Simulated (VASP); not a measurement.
## AlN: single point with r2SCAN

The system is AlN.

```xyz
8
Lattice="-3.1067 0.0000 0.0000 -1.5533 -2.6905 0.0000 0.0000 0.0000 11.4568" Properties=species:S:1:pos:R:3 pbc="T T T"
Al   -1.5533   -0.8968    6.5177
Al   -1.5533   -0.8968    1.5393
Al   -3.1067   -1.7936    9.0069
Al   -3.1067   -1.7936    4.0285
N    -1.5533   -0.8968    8.4175
N    -1.5533   -0.8968    3.4391
N    -3.1067   -1.7936    0.9499
N    -3.1067   -1.7936    5.9283
```

- Program: VASP 6.6.1
- Task: single point
- Functional: r2SCAN
- Potentials or basis: VASP PAW PBE potentials, release 64 (Al, N)
- Cutoff: 520 eV
- k mesh: 8 × 8 × 3
- Occupations: gaussian, width 0.05 eV
- Spin: no spin polarisation

| Property | Result |
| --- | --- |
| Pressure | -4.0 GPa |
| Largest force | 2.734 eV/Å |
| Band gap on the k mesh | 0.11 eV, direct |

Forces on the atoms (eV/Å):
```
Al   0.000  0.000 -1.366
Al   0.000  0.000 -2.734
Al   0.000  0.000  0.743
Al   0.000  0.000 -1.443
N    0.000  0.000  1.324
N    0.000  0.000  1.491
N    0.000  0.000  0.665
N    0.000  0.000  1.320
```

Stress tensor (GPa, compression positive):
```
 -1.02   0.00   0.00
  0.00  -1.02   0.00
  0.00   0.00 -10.09
```

Levels at points of the mesh, in eV from the valence-band top:
| k point | band 12 | band 13 | band 14 | band 15 | band 16 | band 17 | band 18 | band 19 | band 20 | band 21 |
| --- | --- | --- | --- | --- | --- | --- | --- | --- | --- | --- |
| (0.00, 0.00, 0.00) | -2.01 | -2.01 | -1.42 | 0.00 | 0.00 | 0.11 | 3.82 | 4.32 | 5.56 | 7.50 |
| (0.50, 0.00, 0.00) | -4.14 | -2.93 | -2.87 | -0.80 | -0.73 | 1.48 | 2.65 | 3.98 | 4.55 | 5.54 |

Wall time 4.7 min on 1 thread of Intel(R) Xeon(R) Platinum 8259CL CPU @ 2.50GHz (Skylake/Cascade Lake), on a shared host, peak memory 0.24 GiB.

Caveat: the PAW data sets were made with another functional, which shifts forces and pressure a little. A k mesh can miss the band edges.
